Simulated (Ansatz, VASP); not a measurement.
MoS2 in VASP and in Ansatz

Contents of INCAR:

```
PREC     = Accurate       # precision mode
ENCUT    = 520            # plane-wave cutoff, eV
EDIFF    = 1E-6           # SCF threshold, eV
ISMEAR   = -1             # smearing method
SIGMA    = 0.1            # smearing width, eV
LREAL    = False          # projectors in reciprocal space
LASPH    = True           # aspherical terms in the spheres
NELM     = 80             # most SCF steps
ALGO     = Normal         # electronic algorithm
ISIF     = 2              # what is computed and relaxed
LWAVE    = False          # write WAVECAR
LCHARG   = False          # write CHGCAR
NBANDS   = 20             # bands
```

Contents of KPOINTS:

```
regular mesh
0
Gamma
  12 12 6
```

Contents of POSCAR:

```
MoS2
1.0
    3.2274645600     -0.0161373228      0.0000000000
   -1.6277076115      2.8031349614      0.0000000000
    0.0000000000      0.0000000000      6.3124734200
Mo S
1 2
Direct
    0.0000000000      0.0000000000      0.5000000000
    0.3333333333      0.6666666667      0.2553193200
    0.6666666667      0.3333333333      0.7446806800
```

Input for Ansatz:

```yaml
crystal:
  lattice:
    - [3.22746456, -0.0161373228, 0.0]
    - [-1.6277076115, 2.8031349613999996, 0.0]
    - [0.0, 0.0, 6.31247342]
  atoms:
    - { symbol: Mo, position: [0.0, 0.0, 0.5] }
    - { symbol: S, position: [0.3333333333333333, 0.6666666666666666, 0.25531932] }
    - { symbol: S, position: [0.6666666666666666, 0.3333333333333333, 0.74468068] }
basis:
  ecutwfc: 520.0
kpoints:
  mp_grid:
    grid: [12, 12, 6]
hamiltonian:
  xc: lda
scf:
  occupations:
    method: fermi_dirac
    width: 0.1
output:
  stress: true
```

Alike in both runs: task single point; functional LDA; k mesh 12 × 12 × 6; occupations fermi-dirac, width 0.1 eV; no spin polarisation.

|  | VASP | Ansatz |
| --- | --- | --- |
| version | VASP 6.6.1 | Ansatz 0.2.0 |
| potentials or method | VASP PAW LDA potentials, release 64 (Mo_sv, S), cutoff 520 eV | plane waves, PAW |
| valence electrons in the cell | 26 | 26 |

|  | VASP | Ansatz | Ansatz less VASP |
| --- | --- | --- | --- |
| pressure (GPa) | -5.7 | -5.8 | -0.11 |
| traceless stress, the component that is largest in VASP (GPa) | 2.10 | 2.09 | -0.008 |

LDA's correlation is that of Perdew and Zunger in VASP and of Perdew and Wang (1992) in Ansatz.
